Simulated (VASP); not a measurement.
The system is Mg2NCl.

```xyz
4
Lattice="1.6466 0.9507 5.9380 -1.6466 0.9507 5.9380 0.0000 -1.9013 5.9380" Properties=species:S:1:pos:R:3 pbc="T T T"
Mg    0.0000    0.0000    3.9709
Mg    0.0000    0.0000   13.8430
N     0.0000    0.0000    8.9069
Cl    0.0000    0.0000    0.0000
```

Program: VASP 6.6.1. Alike in all runs: task single point; potentials or basis VASP PAW PBE potentials, release 64 (Mg, N, Cl); no spin polarisation; cell as given; k mesh 4 × 4 × 4; smearing gaussian 0.01 eV.

Order these runs on this cell by their band gap on the k mesh, lowest first.
A. level HSE06; cutoff (eV) 520; grid for exact exchange (PRECFOCK) Normal; share of exact exchange 0.25; screening parameter 0.2079 1/Å
B. level r2SCAN; cutoff (eV) 660
C. level PBE; cutoff (eV) 600

C (2.38 eV), B (3.07 eV), A (3.60 eV).

Caveats: all runs use coarse meshes.
